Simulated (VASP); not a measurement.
Wanted: the native input for a VASP 6.6.1 run.

- Task: single point
- Functional: r2SCAN
- Potentials or basis: VASP PAW PBE potentials, release 64 (Ca_sv, Se)
- Cutoff: 520 eV
- k mesh: 6 × 6 × 6
- Occupations: gaussian, width 0.05 eV
- Spin: no spin polarisation
- Dipole correction: no
- Further INCAR settings: ALGO = Normal; EDIFF = 1e-06; NBANDS = 15

CaSe:

```
CELL_PARAMETERS angstrom
0.00000 3.35431 3.35431
3.35431 0.00000 3.35431
3.35431 3.35431 0.00000
ATOMIC_POSITIONS crystal
Ca 0.00000 0.00000 0.00000
Se 0.25000 0.25000 0.25000
```

This cell differs from its parent crystal: volume scaled by 1.070.

One way to write it, as run:

POSCAR

```
CaSe
1.0
    0.0000000000      3.3543086963      3.3543086963
    3.3543086963      0.0000000000      3.3543086963
    3.3543086963      3.3543086963      0.0000000000
Ca Se
1 1
Direct
    0.0000000000      0.0000000000      0.0000000000
    0.2500000000      0.2500000000      0.2500000000
```

INCAR.step1

```
SYSTEM = CaSe
PREC     = Accurate       ! precision mode
ENCUT    = 520            ! plane-wave cutoff, eV
ISMEAR   = 0              ! smearing method
SIGMA    = 0.05           ! smearing width, eV
LREAL    = .False.        ! projectors in reciprocal space
LASPH    = .True.         ! aspherical terms in the spheres
NELM     = 100            ! most SCF steps
NBANDS   = 15             ! bands
GGA      = PE             ! functional
ALGO     = Normal         ! electronic algorithm
EDIFF    = 1E-4           ! SCF threshold, eV
LWAVE    = .True.         ! write WAVECAR
LCHARG   = .False.        ! write CHGCAR
```

INCAR.step2

```
SYSTEM = CaSe
PREC     = Accurate       ! precision mode
ENCUT    = 520            ! plane-wave cutoff, eV
EDIFF    = 1E-6           ! SCF threshold, eV
ISMEAR   = 0              ! smearing method
SIGMA    = 0.05           ! smearing width, eV
LREAL    = .False.        ! projectors in reciprocal space
LASPH    = .True.         ! aspherical terms in the spheres
NELM     = 100            ! most SCF steps
ALGO     = Normal         ! electronic algorithm
ISIF     = 2              ! what is computed and relaxed
LWAVE    = .False.        ! write WAVECAR
LCHARG   = .False.        ! write CHGCAR
METAGGA  = R2SCAN         ! meta-GGA
LMIXTAU  = .True.       
NBANDS   = 15             ! bands
ISTART   = 1
```

KPOINTS

```
regular mesh
0
Gamma
  6 6 6
  0 0 0
```

Potentials or basis: VASP PAW PBE potentials, release 64 (Ca_sv, Se).

Launch:

```sh
$ cat potpaw_PBE.64/Ca_sv/POTCAR potpaw_PBE.64/Se/POTCAR > POTCAR
$ cp INCAR.step1 INCAR
$ mpirun -np 1 vasp_std > vasp.out
$ cp INCAR.step2 INCAR
$ mpirun -np 1 vasp_std > vasp.out
```

It gave:

* Pressure: -1.9 GPa
* Band gap on the k mesh: 3.47 eV, indirect (least direct gap 3.54 eV)

Caveat: the PAW data sets were made with another functional, which shifts forces and pressure a little.

Run time: 72 s on 1 thread of AMD EPYC 9R45 96-Core Processor (Zen 5) (shared host), peak memory 0.19 GiB.
